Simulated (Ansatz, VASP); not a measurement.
# Pt: VASP beside Ansatz

File INCAR:

```
PREC = Accurate
ENCUT = 520
EDIFF = 1E-6
ISMEAR = 0
SIGMA = 0.15
LREAL = False
LASPH = True
NELM = 80
ALGO = Normal
ISIF = 2
LWAVE = False
LCHARG = False
NBANDS = 17
```

File KPOINTS:

```
regular mesh
0
Gamma
  18 18 10
```

File POSCAR:

```
Pt
1.0
    2.6404892193      0.0000000000      0.0000000000
   -1.3202446096      2.2867307423      0.0000000000
    0.0000000000      0.0000000000      4.5604625585
Pt
2
Direct
    0.6666666667      0.3333333333      0.7500000000
    0.3333333333      0.6666666667      0.2500000000
```

Input for Ansatz:

```yaml
crystal:
  lattice:
    - [2.6404892193, 0.0, 0.0]
    - [-1.3202446096, 2.2867307423, 0.0]
    - [0.0, 0.0, 4.5604625585]
  atoms:
    - { symbol: Pt, position: [0.6666666667, 0.3333333333, 0.75] }
    - { symbol: Pt, position: [0.3333333333, 0.6666666667, 0.25] }
basis:
  ecutwfc: 420
kpoints:
  mp_grid: { grid: [18, 18, 10] }
hamiltonian:
  xc: lda
scf:
  occupations: { method: gaussian, width: 0.15 }
output:
  forces: true
  stress: true
  eigenvalues: true
```

Change from the starting cell: mode 1 frozen in at +0.000 Å, equal normal strain along x, y and z -0.0250.

Alike in both runs: task single point; functional LDA; k mesh 18 × 18 × 10; occupations gaussian, width 0.15 eV; no spin polarisation.

|  | VASP | Ansatz |
| --- | --- | --- |
| version | VASP 6.6.1 | Ansatz 0.2.0 |
| potentials or method | VASP PAW LDA potentials, release 64 (Pt), cutoff 520 eV | scalar-relativistic, plane waves, PAW |
| valence electrons in the cell | 20 | 36 |

VASP gave:

```
gap on the k mesh at the Fermi level (eV)                     : none
pressure (GPa)                                                : 29.3
traceless stress, the component that is largest in VASP (GPa) : -2.88
```

Estimate Ansatz's values.

gap on the k mesh at the Fermi level (eV): none; pressure (GPa): 28.2; traceless stress, the component that is largest in VASP (GPa): -2.51.

LDA's correlation is that of Perdew and Zunger in VASP and of Perdew and Wang (1992) in Ansatz. A gap of «none» marks a metal or a gap that the smearing closes. Both programs put the cell under a high pressure, so it lies far from rest at this level. VASP's potentials hold 20 valence electrons a cell and Ansatz's 36, so a difference there can come from the potentials and not from the codes.

Spin-orbit coupling is off throughout.
